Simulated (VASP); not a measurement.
## MgO: single point with LDA

The system is MgO.

```
CELL_PARAMETERS angstrom
5.52307 0.00000 0.00000
0.00000 5.52307 0.00000
0.00000 0.00000 5.52307
ATOMIC_POSITIONS crystal
Mg 0.25000 0.00540 0.50000
Mg 0.00000 0.49460 0.25000
Mg 0.50000 0.75000 0.00000
Mg 0.75000 0.00540 0.50000
Mg 0.00000 0.49460 0.75000
Mg 0.50000 0.25000 0.00000
O 0.25000 0.51767 0.00000
O 0.50000 0.98233 0.25000
O 0.00000 0.75000 0.50000
O 0.75000 0.51767 0.00000
O 0.50000 0.98233 0.75000
O 0.00000 0.25000 0.50000
```

This cell differs from its parent crystal: atoms displaced along a vibrational mode.

| Property | Result |
| --- | --- |
| Program | VASP 6.6.1 |
| Task | single point |
| Functional | LDA |
| Potentials or basis | VASP PAW LDA potentials, release 64 (Mg, O) |
| Cutoff | 520 eV |
| k mesh | 4 × 4 × 4 |
| Occupations | gaussian, width 0.05 eV |
| Spin | no spin polarisation |
| Dipole correction | no |
| Further INCAR settings | ALGO = Normal; EDIFF = 1e-06; NBANDS = 36 |

```yaml
Pressure: -0.4 GPa
Largest_force: 1.479 eV/Å
Band_gap_on_the_k_mesh: 2.77 eV
```

Forces in eV/Å, atoms in the order of the input:
```
Mg   0.044 -0.876  0.000
Mg   0.000  0.876 -0.044
Mg   0.000  0.000  0.000
Mg  -0.044 -0.876  0.000
Mg   0.000  0.876  0.044
Mg   0.000  0.000  0.000
O   -0.218 -1.463  0.000
O    0.000  1.463  0.218
O    0.000  0.000  0.000
O    0.218 -1.463  0.000
O    0.000  1.463 -0.218
O    0.000  0.000  0.000
```

Stress tensor (GPa, compression positive):
```
-0.30  0.00  0.00
 0.00 -0.64  0.00
 0.00  0.00 -0.30
```

Levels at points of the mesh, in eV from the valence-band top:
| k point | band 20 | band 21 | band 22 | band 23 | band 24 | band 25 | band 26 | band 27 | band 28 | band 29 |
| --- | --- | --- | --- | --- | --- | --- | --- | --- | --- | --- |
| (0.00, 0.00, 0.00) | -0.59 | -0.59 | -0.01 | 0.00 | 0.00 | 2.77 | 5.74 | 7.84 | 7.84 | 7.99 |
| (0.50, 0.00, 0.00) | -0.79 | -0.62 | -0.48 | -0.01 | 0.00 | 4.65 | 4.67 | 7.52 | 7.55 | 7.70 |
| (0.00, 0.50, 0.00) | -0.81 | -0.56 | -0.56 | 0.00 | 0.00 | 4.48 | 4.94 | 7.30 | 7.74 | 7.74 |
| (0.50, 0.50, 0.00) | -0.71 | -0.70 | -0.64 | -0.37 | 0.00 | 5.25 | 5.59 | 6.18 | 6.82 | 7.94 |
| (0.50, 0.00, 0.50) | -0.85 | -0.52 | -0.50 | -0.50 | 0.00 | 5.61 | 5.61 | 5.62 | 6.65 | 8.47 |
| (0.50, 0.50, 0.50) | -0.93 | -0.87 | -0.87 | -0.67 | -0.67 | 6.06 | 6.06 | 6.91 | 7.03 | 7.64 |

Wall time 2.3 min on 1 thread of Intel Xeon 8259CL (shared host), peak memory 0.25 GiB.

Caveat: the cell differs from its parent crystal (atoms displaced along a vibrational mode); forces of over 1 eV/Å act on the atoms, so gaps and moduli don't describe the material at rest.
